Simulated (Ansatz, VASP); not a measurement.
## Two plane-wave programs on SnSe2

INCAR

```
PREC = Accurate ; ENCUT = 520
EDIFF = 1E-6 ; ISMEAR = 0
SIGMA = 0.2 ; LREAL = F
LASPH = T ; NELM = 80
ALGO = Normal ; ISIF = 2
LWAVE = F ; LCHARG = F
GGA = PE ; NBANDS = 20
```

The input KPOINTS:

```
regular mesh
0
Gamma
  6 6 4
```

The input POSCAR:

```
SnSe2
1.0
    3.8251638404      0.0000000000      0.0000000000
   -1.9125819202      3.3126890594      0.0000000000
    0.0000000000      0.0000000000      6.2270561301
Sn Se
1 2
Direct
    0.0000000000      0.0000000000      0.0000000000
    0.3333333333      0.6666666667      0.2530760434
    0.6666666667      0.3333333333      0.7469239566
```

Input for Ansatz:

```yaml
crystal:
  lattice:
    - [3.8251638404, 0.0, 0.0]
    - [-1.9125819202, 3.3126890594, 0.0]
    - [0.0, 0.0, 6.2270561301]
  atoms:
    - { symbol: Sn, position: [0.0, 0.0, 0.0] }
    - { symbol: Se, position: [0.3333333333, 0.6666666667, 0.2530760434] }
    - { symbol: Se, position: [0.6666666667, 0.3333333333, 0.7469239566] }
kpoints:
  mp_grid: { grid: [6, 6, 4] }
hamiltonian:
  xc: pbe
scf:
  occupations: { method: gaussian, width: 0.2 }
  n_extra_bands: 4
output:
  forces: true
  stress: true
  eigenvalues: true
```

Alike in both runs: task single point; functional PBE; k mesh 6 × 6 × 4; occupations gaussian, width 0.2 eV; no spin polarisation.

|  | VASP | Ansatz |
| --- | --- | --- |
| version | VASP 6.6.1 | Ansatz 0.2.0 |
| potentials or method | VASP PAW PBE potentials, release 64 (Sn_d, Se) | plane waves |
| plane-wave cutoff (eV) | 520 | 420 |
| valence electrons in the cell | 26 | 46 |

```tsv
	VASP	Ansatz	Ansatz less VASP
pressure (GPa)	3.0	2.9	-0.07
rms of the force components (eV/Å)	0.124	0.117	-0.0067
```

Atom by atom the forces differ by 0.007 eV/Å (rms over components). VASP's potentials hold 26 valence electrons a cell and Ansatz's 46, so a difference there can come from the potentials and not from the codes.
